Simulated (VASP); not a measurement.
A run of VASP 6.6.1 is set up as follows.

Contents of INCAR:

```
SYSTEM = ZnS
PREC = Accurate
ENCUT = 600
EDIFF = 1E-6
ISMEAR = -1
SIGMA = 0.02
LREAL = .FALSE.
LASPH = .TRUE.
NELM = 80
ALGO = Normal
ISIF = 3
LWAVE = .FALSE.
LCHARG = .FALSE.
GGA = PS
IBRION = 2
NSW = 80
EDIFFG = -0.005
```

Contents of KPOINTS:

```
Automatic mesh
0
G
  8 8 8
  0 0 0
```

File POSCAR:

```
ZnS
1.0
    0.0000000000      2.5518826682      2.5518826682
    2.5518826682      0.0000000000      2.5518826682
    2.5518826682      2.5518826682      0.0000000000
Zn S
1 1
Direct
    0.0000000000      0.0000000000      0.0000000000
    0.5000000000      0.5000000000      0.5000000000
```

Potentials or basis: VASP PAW PBE potentials, release 64 (Zn, S).

Run with:

```sh
$ cat potpaw_PBE.64/Zn/POTCAR potpaw_PBE.64/S/POTCAR > POTCAR
$ mpirun -np 1 vasp_std > vasp.out
```

Question: What does it give for the relaxed cell?

Answer: a = 3.552 Å, b = 3.552 Å, c = 3.552 Å, α = 60.00°, β = 60.00°, γ = 60.00°.

Question: Estimate the space group after relaxing (to 0.1 Å).

Answer: Fm-3m (No. 225).

Final structure:
```yaml
crystal:
  lattice:
    - [0.00000, 2.51157, 2.51157]
    - [2.51157, 0.00000, 2.51157]
    - [2.51157, 2.51157, 0.00000]
  atoms:
    - { symbol: Zn, position: [0.00000, 0.00000, 0.00000] }
    - { symbol: S, position: [0.50000, 0.50000, 0.50000] }
```
